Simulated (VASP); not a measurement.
Crystal: SiC.

```xyz
8
Lattice="2.9582 0.0000 0.0000 -1.4791 2.5618 0.0000 0.0000 0.0000 9.6614" Properties=species:S:1:pos:R:3 pbc="T T T"
Si    0.0000    0.0000    0.0000
Si    0.0000    1.7079    2.4153
Si    0.0000    0.0000    4.8307
Si    1.4791    0.8539    7.2460
C     0.0000    0.0000    1.8115
C     0.0000    1.7079    4.2269
C     0.0000    0.0000    6.6422
C     1.4791    0.8539    9.0575
```

```yaml
Program: VASP 6.6.1
Task: relaxation of cell and atoms
Functional: PBEsol
Potentials_or_basis: VASP PAW PBE potentials, release 64 (Si, C)
Cutoff: 600 eV
k_mesh: 9 × 9 × 2
Occupations: fermi-dirac, width 0.03 eV
Spin: no spin polarisation
```

At the start: pressure 34.4 GPa; volume 9.15 Å³/atom.

Question: How do energy, volume and symmetry change on relaxing?

Answer: Over 8 steps the energy falls by 116.4 meV/atom and the volume is 10.35 Å³/atom (+13.1 %); space group P6_3mc (No. 186, to 0.05 Å).

The path:
```tsv
step	energy change (eV)	largest force (eV/Å)	pressure (GPa)	volume (Å³)
1	0.0000	0.2065	34.37	73.22
2	0.2183	0.1633	-24.50	96.05
3	-0.9302	0.0600	-0.77	83.08
4	-0.9309	0.0568	-0.09	82.82
5	-0.9307	0.0543	0.45	82.62
6	-0.9308	0.0389	0.41	82.64
7	-0.9309	0.0061	0.42	82.63
8	-0.9311	0.0030	-0.08	82.82
```

Final structure:
```yaml
crystal:
  lattice:
    - [3.07983, 0.00000, 0.00000]
    - [-1.53991, 2.66721, 0.00000]
    - [0.00000, 0.00000, 10.08164]
  atoms:
    - { symbol: Si, position: [0.00000, 0.00000, 0.99984] }
    - { symbol: Si, position: [0.33333, 0.66667, 0.24990] }
    - { symbol: Si, position: [0.00000, 0.00000, 0.49984] }
    - { symbol: Si, position: [0.66667, 0.33333, 0.74990] }
    - { symbol: C, position: [0.00000, 0.00000, 0.18731] }
    - { symbol: C, position: [0.33333, 0.66667, 0.43795] }
    - { symbol: C, position: [0.00000, 0.00000, 0.68731] }
    - { symbol: C, position: [0.66667, 0.33333, 0.93795] }
```

Caveat: the PAW data sets were made with another functional, which shifts forces and pressure a little.
